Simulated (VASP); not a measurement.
# Ga2BAs3 (P3m1) in VASP: a series of runs

Runs on Ga2BAs3. Level: PBE. Tasks: single point, relaxation of cell and atoms.

All numbers are computed with VASP 6.6.1; they aren't measurements. Logs are shortened: lines on timing, memory, paths and dates and some standing lists are left out, and cuts for length are marked.

### 1 The cell of the first run

Symmetry: P3m1, No. 156, trigonal system. The conventional cell has a = 3.848 Å, b = 3.848 Å, c = 9.523 Å, α = 90.00°, β = 90.00°, γ = 120.00°. Ga (site symmetry 3m) has 4 As at 2.41 to 2.48 Å within 3.2 Å. Within 3.2 Å of Ga (site symmetry 3m) lie 4 As at 2.41 to 2.46 Å. B (site symmetry 3m) has 4 As at 2.08 to 2.31 Å within 2.7 Å. Within 3.1 Å of As (site symmetry 3m) lie 3 B at 2.31 Å and 1 Ga at 2.48 Å. As (site symmetry 3m) has 1 B at 2.08 Å and 3 Ga at 2.41 Å within 2.7 Å. As (site symmetry 3m) has 4 Ga at 2.41 to 2.46 Å within 3.2 Å.

### 2 Single point, PBE

INCAR

```
  PREC = Accurate
  ENCUT = 520
  EDIFF = 1E-6
  ISMEAR = 0
  SIGMA = 0.1
  LREAL = False
  LASPH = True
  NELM = 80
  ALGO = Normal
  ISIF = 2
  LWAVE = False
  LCHARG = True
  GGA = PE
  LELF = True
  LVHAR = True
  NBANDS = 31
```

KPOINTS

```
regular mesh
0
Gamma
  12 12 4
```

POSCAR

```
Ga2BAs3
1.0
    3.8481040511      0.0000000000      0.0000000000
   -1.9240520256      3.3325558647      0.0000000000
    0.0000000000      0.0000000000      9.5232405244
Ga B As
2 1 3
Direct
    0.0000000000      0.0000000000      0.9883452851
    0.6666666667      0.3333333333      0.3443606168
    0.3333333333      0.6666666667      0.6604665552
    0.0000000000      0.0000000000      0.7280769752
    0.3333333333      0.6666666667      0.4423843406
    0.6666666667      0.3333333333      0.0863662271
```

Potentials or basis: VASP PAW PBE potentials, release 64 (Ga_d, B, As).

The run is started by

```sh
> cat potpaw_PBE.64/Ga_d/POTCAR potpaw_PBE.64/B/POTCAR potpaw_PBE.64/As/POTCAR > POTCAR
> mpirun -np 1 vasp_std > vasp.out
```

OUTCAR:

```text
PREC = Accurate
   ENCUT = 520
   EDIFF = 1E-6
   ISMEAR = 0
   LREAL = False
   LASPH = True
   NELM = 80
   ISIF = 2
   GGA = PE

 ion  position               nearest neighbor table
   1  0.000  0.000  0.988-   6 2.41   6 2.41   6 2.41   4 2.48
   2  0.667  0.333  0.344-   5 2.41   5 2.41   5 2.41   6 2.46
   3  0.333  0.667  0.660-   5 2.08   4 2.31   4 2.31   4 2.31
   4  0.000  0.000  0.728-   3 2.31   3 2.31   3 2.31   1 2.48
   5  0.333  0.667  0.442-   3 2.08   2 2.41   2 2.41   2 2.41
   6  0.667  0.333  0.086-   1 2.41   1 2.41   1 2.41   2 2.46

  LATTYP: Found a hexagonal cell.
 ALAT       =     3.8481040511
 C/A-ratio  =     2.4747876871

  Lattice vectors:

 A1 = (   3.8481040511,   0.0000000000,   0.0000000000)
 A2 = (  -1.9240520256,   3.3325558647,   0.0000000000)
 A3 = (   0.0000000000,   0.0000000000,   9.5232405244)

Analysis of symmetry for initial positions (statically):
=====================================================================
 Subroutine PRICEL returns:
 Original cell was already a primitive cell.

 Routine SETGRP: Setting up the symmetry group for a
 hexagonal supercell.

 Subroutine GETGRP returns: Found  6 space group operations
 (whereof  6 operations were pure point group operations)
 out of a pool of 24 trial point group operations.

The static configuration has the point symmetry C_3v.

Analysis of symmetry for dynamics (positions and initial velocities):
=====================================================================
 Subroutine PRICEL returns:
 Original cell was already a primitive cell.

 Routine SETGRP: Setting up the symmetry group for a
 hexagonal supercell.

 Subroutine GETGRP returns: Found  6 space group operations
 (whereof  6 operations were pure point group operations)
 out of a pool of 24 trial point group operations.

The dynamic configuration has the point symmetry C_3v.

 Subroutine INISYM returns: Found  6 space group operations
 (whereof  6 operations are pure point group operations),
 and found     1 'primitive' translations

----------------------------------------------------------------------------------------

                                     Primitive cell

  volume of cell :     122.1262

  direct lattice vectors                    reciprocal lattice vectors
     3.848104051  0.000000000  0.000000000     0.259868233  0.150034994  0.000000000
    -1.924052026  3.332555865  0.000000000     0.000000000  0.300069989  0.000000000
     0.000000000  0.000000000  9.523240524     0.000000000  0.000000000  0.105006274

  length of vectors
     3.848104051  3.848104051  9.523240524     0.300069989  0.300069989  0.105006274

  position of ions in fractional coordinates (direct lattice)
     0.000000000  0.000000000  0.988345285
     0.666666667  0.333333333  0.344360617
     0.333333333  0.666666667  0.660466555
     0.000000000  0.000000000  0.728076975
     0.333333333  0.666666667  0.442384341
     0.666666667  0.333333333  0.086366227

  ion indices of the primitive-cell ions
   primitive index   ion index
                 1           1
                 2           2
                 3           3
                 4           4
                 5           5
                 6           6

----------------------------------------------------------------------------------------

 KPOINTS: regular mesh

Automatic generation of k-mesh.
 Grid dimensions read from file:
 generate k-points for:   12   12    4

 Generating k-lattice:

  Cartesian coordinates                     Fractional coordinates (reciprocal lattice)
     0.021655686  0.012502916  0.000000000     0.083333333  0.000000000  0.000000000
     0.000000000  0.025005832  0.000000000     0.000000000  0.083333333  0.000000000
     0.000000000  0.000000000  0.026251568     0.000000000  0.000000000  0.250000000

  Length of vectors
     0.025005832  0.025005832  0.026251568

  Shift w.r.t. Gamma in fractional coordinates (k-lattice)
     0.000000000  0.000000000  0.000000000

 Subroutine IBZKPT returns following result:
 ===========================================

 Found     69 irreducible k-points:

 Following reciprocal coordinates:
            Coordinates               Weight
  0.000000  0.000000  0.000000      1.000000
  0.083333  0.000000  0.000000      6.000000
  0.166667  0.000000  0.000000      6.000000
  0.250000  0.000000  0.000000      6.000000
  0.333333  0.000000  0.000000      6.000000
  0.416667 -0.000000  0.000000      6.000000
[... 16 lines left out ...]
  0.166667  0.000000  0.250000      6.000000
  0.000000  0.166667  0.250000      6.000000
 [... further k-points ...]
   k-points           NKPTS =     69   k-points in BZ     NKDIM =     69   number of bands    NBANDS=     31
   number of dos      NEDOS =    301   number of ions     NIONS =      6
   total plane-waves  NPLWV =  64800
   dimension x,y,z NGX =    30 NGY =   30 NGZ =   72
   dimension x,y,z NGXF=    60 NGYF=   60 NGZF=  144
   ions per type =               2   1   3
   NGX,Y,Z   is equivalent  to a cutoff of  12.96, 12.96, 12.57 a.u.
   NGXF,Y,Z  is equivalent  to a cutoff of  25.92, 25.92, 25.14 a.u.
 SYSTEM =  unknown system
   PREC   = accura    normal or accurate (medium, high low for compatibility)
   ISTART =      0    job   : 0-new  1-cont  2-samecut
   ICHARG =      2    charge: 1-file 2-atom 10-const
   ISPIN  =      1    spin polarized calculation?
   LNONCOLLINEAR =      F non collinear calculations
   LSORBIT =      F    spin-orbit coupling
   LASPH  =      T    aspherical Exc in radial PAW
   ENCUT  =  520.0 eV  38.22 Ry    6.18 a.u.   7.15  7.15 17.71*2*pi/ulx,y,z
   NELM   =     80;   NELMIN=  2; NELMDL= -5     # of ELM steps
   EDIFF  = 0.1E-05   stopping-criterion for ELM
   LREAL  =      F    real-space projection
   EDIFFG = 0.1E-04   stopping-criterion for IOM
   NSW    =      0    number of steps for IOM
   IBRION =     -1    ionic relax: 0-MD 1-quasi-New 2-CG
   NFREE  =      0    steps in history (QN), initial steepest desc. (CG)
   ISIF   =      2    stress and relaxation
   ISYM   =      2    0-nonsym 1-usesym 2-fastsym
   POTIM  = 0.5000    time-step for ionic-motion
   TEBEG  =    0.0;   TEEND  =   0.0 temperature during run
   PSTRESS=    0.0 pullay stress
   NELECT =      44.0000    total number of electrons
   NUPDOWN=      -1.0000    fix difference up-down
   EMIN   =  10.00;   EMAX   =-10.00  energy-range for DOS
   EFERMI =   0.00;   METHOD = LEGACY
   ISMEAR =     0;   SIGMA  =   0.10  broadening in eV -4-tet -1-fermi 0-gaus
   EFERMI_NEDOS =   21; number of points for ismear=-14 and -15
   IALGO  =     38    algorithm
   IMIX   =      4    mixing-type and parameters
     AMIX     =   0.40;   BMIX     =  1.00
     AMIX_MAG =   1.60;   BMIX_MAG =  1.00
  volume/ion in A,a.u.               =      20.35       137.36
  Fermi-wavevector in a.u.,A,eV,Ry     =   1.164902  2.201346 18.463061  1.356997
  Thomas-Fermi vector in A             =   2.301434
   LORBIT       =      0    0 simple, 1 ext, 2 COOP (PROOUT), +10 PAW based schemes
   GGA     = PE    functional components
   LHFCALC =     F    Hartree Fock is set to
   AEXX    =    0.0000 exact exchange contribution
   IVDW    =     0    specifies the selected vdW correction
   LEPSILON=     F    determine dielectric tensor
   LRPA    =     F    only Hartree local field effects (RPA)
 non-spin polarized calculation
 Gauss-broadening in eV      SIGMA  =   0.10
  energy-cutoff  :      520.00
  volume of cell :      122.13
 maximum number of plane-waves:      3339
 NGX is ok and might be reduce to    30
   NGX = 15   NGY = 15   NGZ = 35

 number of electron      43.9999993 magnetization

 Free energy of the ion-electron system (eV)
  ---------------------------------------------------
  ext. energy  EPLUGINS =         0.00000000
  ---------------------------------------------------
  free energy    TOTEN  =       -26.84426515 eV

  energy without entropy =      -26.84359160  energy(sigma->0) =      -26.84392838

 E-fermi :   4.4374     XC(G=0):  -9.6934

 val. band max:        4.4234945247   @ k =   0.0000   0.0000   0.0000
 cond. band min:       4.4986626945   @ k =   0.0000   0.0000   0.2500
 fundamental gap:      0.0751681697
 Fermi energy:         4.4374160407

 k-point     1 :       0.0000    0.0000    0.0000
  band No.  band energies     occupation
      1     -10.7262      2.00000
      2     -10.6762      2.00000
      3     -10.6762      2.00000
      4     -10.6209      2.00000
      5     -10.6029      2.00000
      6     -10.6029      2.00000
[... 23 lines left out ...]
     30       8.7094      0.00000
     31       9.3112      0.00000

 k-point     2 :       0.0833    0.0000    0.0000
  band No.  band energies     occupation
      1     -10.7291      2.00000
      2     -10.6800      2.00000
      3     -10.6740      2.00000
      4     -10.6225      2.00000
      5     -10.6035      2.00000
      6     -10.6022      2.00000
[... 23 lines left out ...]
     30       8.8989      0.00000
     31       9.1985      0.00000

 k-point     3 :       0.1667    0.0000    0.0000
  band No.  band energies     occupation
      1     -10.7387      2.00000
      2     -10.6898      2.00000
      3     -10.6681      2.00000
      4     -10.6266      2.00000
      5     -10.6055      2.00000
      6     -10.6002      2.00000
[... 23 lines left out ...]
     30       9.3730      0.00000
     31       9.3980      0.00000

 k-point     4 :       0.2500    0.0000    0.0000
  band No.  band energies     occupation
      1     -10.7544      2.00000
      2     -10.7030      2.00000
      3     -10.6610      2.00000
      4     -10.6299      2.00000
      5     -10.6089      2.00000
      6     -10.5972      2.00000
[... 635 lines left out ...]
     30       8.9473      0.00000
     31       9.1100      0.00000

 k-point    23 :       0.1667    0.0000    0.2500
  band No.  band energies     occupation
      1     -10.7385      2.00000
      2     -10.6905      2.00000
      3     -10.6681      2.00000
      4     -10.6270      2.00000
      5     -10.6047      2.00000
      6     -10.6002      2.00000
[... 23 lines left out ...]
     30       9.4599      0.00000
     31       9.5385      0.00000

 k-point    24 :       0.0000    0.1667    0.2500
  band No.  band energies     occupation
      1     -10.7383      2.00000
      2     -10.6907      2.00000
      3     -10.6681      2.00000
      4     -10.6267      2.00000
      5     -10.6047      2.00000
      6     -10.6002      2.00000
[... 23 lines left out ...]
     30       9.4249      0.00000
     31       9.4678      0.00000

 [... further k-points ...]

------------------------ aborting loop because EDIFF is reached ----------------------------------------

  FORCE on cell =-STRESS in cart. coord.  units (eV):
  Direction    XX          YY          ZZ          XY          YZ          ZX
  --------------------------------------------------------------------------------------
  -------------------------------------------------------------------------------------
  Total        0.1346222      0.1346222      0.1949057     -0.0000000      0.0000000      0.0000000
  in kB        1.7661121      1.7661121      2.5569730     -0.0000000      0.0000000      0.0000000
  external PRESSURE =       2.0297324 kB  Pullay stress =       0.0000000 kB

 VOLUME and BASIS-vectors are now :
 -----------------------------------------------------------------------------
  energy-cutoff  :      520.00
  volume of cell :      122.13
      direct lattice vectors                 reciprocal lattice vectors
     3.848104051  0.000000000  0.000000000     0.259868233  0.150034994  0.000000000
    -1.924052026  3.332555865  0.000000000     0.000000000  0.300069989  0.000000000
     0.000000000  0.000000000  9.523240524     0.000000000  0.000000000  0.105006274

 POSITION                                       TOTAL-FORCE (eV/Angst)
 -----------------------------------------------------------------------------------
      0.00000      0.00000      9.41225        -0.000000      0.000000     -0.004578
      1.92405      1.11085      3.27943        -0.000000     -0.000000      0.002331
     -0.00000      2.22170      6.28978         0.000000      0.000000      0.035595
      0.00000      0.00000      6.93365         0.000000      0.000000     -0.005778
     -0.00000      2.22170      4.21293         0.000000      0.000000     -0.024748
      1.92405      1.11085      0.82249         0.000000      0.000000     -0.002822
 -----------------------------------------------------------------------------------
    total drift:                               -0.000001      0.000001     -0.000920

  FREE ENERGIE OF THE ION-ELECTRON SYSTEM (eV)
  ---------------------------------------------------
  free  energy   TOTEN  =       -26.8442651520 eV

  energy  without entropy=      -26.8435916006  energy(sigma->0) =      -26.84392838
```

Wall time 3.9 min (1 thread of Intel Xeon Platinum 8375C at 2.90GHz (Ice Lake), shared host); peak memory 0.4 GiB.

What came out:

| Item | Value |
| --- | --- |
| Free energy | -26.8443 eV |
| Pressure | 0.2 GPa |
| Largest force | 0.036 eV/Å |
| Band gap on the k mesh | zero (filled and empty bands touch) |

Forces in eV/Å, atoms in the order of the input:
```
Ga   0.000  0.000 -0.005
Ga   0.000  0.000  0.002
B    0.000  0.000  0.036
As   0.000  0.000 -0.006
As   0.000  0.000 -0.025
As   0.000  0.000 -0.003
```

Stress tensor (GPa, compression positive):
```
0.18 0.00 0.00
0.00 0.18 0.00
0.00 0.00 0.26
```

Caveat: semilocal functionals underestimate gaps, so a narrow gap can read as zero.

### 3 Relaxation of cell and atoms, PBE

This run uses another cell than the first one, of 20.41 Å³/atom.

INCAR

```
PREC = Accurate ; ENCUT = 600
EDIFF = 1E-7 ; ISMEAR = 0
SIGMA = 0.1 ; LREAL = False
LASPH = True ; NELM = 80
ALGO = Normal ; ISIF = 3
LWAVE = False ; LCHARG = False
GGA = PE ; IBRION = 2
NSW = 100 ; EDIFFG = -0.01
```

KPOINTS

```
Automatic mesh
0
Gamma
  12 12 4
```

POSCAR

```
Ga2BAs3
1.0
    3.8577884988      0.0000000000      0.0000000000
   -1.9288942494      3.3409428424      0.0000000000
    0.0000000000      0.0000000000      9.5017618585
Ga B As
2 1 3
Direct
    0.0000000000      0.0000000000      0.9886169605
    0.6666666667      0.3333333333      0.3445300682
    0.3333333333      0.6666666667      0.6608077746
    0.0000000000      0.0000000000      0.7277752284
    0.3333333333      0.6666666667      0.4419034590
    0.6666666667      0.3333333333      0.0863665093
```

Potentials or basis: VASP PAW PBE potentials, release 64 (Ga_d, B, As).

The run is started by

```sh
> cat potpaw_PBE.64/Ga_d/POTCAR potpaw_PBE.64/B/POTCAR potpaw_PBE.64/As/POTCAR > POTCAR
> mpirun -np 1 vasp_std > vasp.out
```

Run time: 9.6 min. Hardware: 1 thread of Intel Xeon Platinum 8375C at 2.90GHz (Ice Lake), shared host; peak memory 0.46 GiB.

It converged, with:

```
Free energy                           : -26.8447 eV
Relaxed volume                        : 20.41 Å³/atom
Relaxed cell                          : a = 3.851 Å, b = 3.851 Å, c = 9.532 Å, α = 90.00°, β = 90.00°, γ = 120.00°
Space group after relaxing (to 0.1 Å) : P3m1 (No. 156)
Energy gained by relaxing             : 0.2 meV/atom
Ionic steps                           : 6
Pressure after relaxing               : 0.0 GPa
Largest force after relaxing          : 0.005 eV/Å
Band gap on the k mesh                : zero (filled and empty bands touch)
```

Forces on the atoms (eV/Å):
```
Ga   0.000  0.000 -0.003
Ga   0.000  0.000  0.000
B    0.000  0.000  0.005
As   0.000  0.000 -0.003
As   0.000  0.000  0.002
As   0.000  0.000 -0.001
```

The path:
| step | energy change (eV) | largest force (eV/Å) | pressure (GPa) | volume (Å³) |
| --- | --- | --- | --- | --- |
| 1 | 0.0000 | 0.0383 | 0.00 | 122.46 |
| 2 | -0.0007 | 0.0393 | -0.01 | 122.46 |
| 3 | -0.0007 | 0.0402 | -0.01 | 122.46 |
| 4 | -0.0009 | 0.0168 | 0.00 | 122.44 |
| 5 | -0.0009 | 0.0173 | 0.00 | 122.44 |
| 6 | -0.0009 | 0.0049 | -0.01 | 122.44 |

Final structure:
```yaml
crystal:
  lattice:
    - [3.85131, 0.00000, 0.00000]
    - [-1.92566, 3.33533, 0.00000]
    - [0.00000, 0.00000, 9.53183]
  atoms:
    - { symbol: Ga, position: [0.00000, 0.00000, 0.98836] }
    - { symbol: Ga, position: [0.66667, 0.33333, 0.34436] }
    - { symbol: B, position: [0.33333, 0.66667, 0.66057] }
    - { symbol: As, position: [0.00000, 0.00000, 0.72810] }
    - { symbol: As, position: [0.33333, 0.66667, 0.44228] }
    - { symbol: As, position: [0.66667, 0.33333, 0.08632] }
```

Levels at points of the mesh, in eV from the Fermi level:
| k point | band 19 | band 20 | band 21 | band 22 | band 23 | band 24 | band 25 | band 26 |
| --- | --- | --- | --- | --- | --- | --- | --- | --- |
| (0.00, 0.00, 0.00) | -0.79 | -0.62 | -0.04 | -0.01 | -0.01 | 1.11 | 1.90 | 2.76 |
| (0.50, 0.00, 0.00) | -3.19 | -3.02 | -2.03 | -1.70 | 0.87 | 1.14 | 2.05 | 2.40 |
| (0.00, 0.00, 0.50) | -0.55 | -0.55 | -0.31 | -0.31 | 0.07 | 1.85 | 2.32 | 2.96 |
| (0.50, 0.00, 0.50) | -3.43 | -2.39 | -1.70 | -1.33 | 0.59 | 1.20 | 2.03 | 2.80 |

Caveat: semilocal functionals underestimate gaps, so a narrow gap can read as zero.
